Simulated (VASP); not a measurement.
Crystal: CdP2C.

```xyz
4
Lattice="3.3048 0.0000 0.0000 0.0000 3.3048 0.0000 0.0000 0.0000 5.9718" Properties=species:S:1:pos:R:3 pbc="T T T"
Cd    0.0000    0.0000    0.0000
P     0.0000    1.6524    1.9501
P     1.6524    0.0000    4.0218
C     1.6524    1.6524    2.9859
```

Base run:

```yaml
Program: VASP 6.6.1
Functional: r2SCAN
Potentials_or_basis: VASP PAW PBE potentials, release 64 (Cd, P, C)
Cutoff: 520 eV
k_mesh: 8 × 8 × 4
Occupations: fermi-dirac, width 0.02 eV
Spin: no spin polarisation
```

Its results: band gap on the k mesh zero (band 13 reaches 6.54 eV, above the bottom of band 14 at 6.03 eV); pressure 0.0 GPa; largest force 0.065 eV/Å.

**Question.** The run is repeated on the same cell with these changes: functional from r2SCAN to PBE; further incar settings from ALGO = Normal; EDIFF = 1e-07; NBANDS = 21 to ALGO = Normal; EDIFF = 1e-06; NBANDS = 21. What comes out?

**Answer.** Band gap on the k mesh zero (band 13 reaches 6.53 eV, above the bottom of band 14 at 5.93 eV); pressure 1.7 GPa; largest force 0.202 eV/Å.

Caveats: the PAW data sets were made with another functional, which shifts forces and pressure a little (some runs).
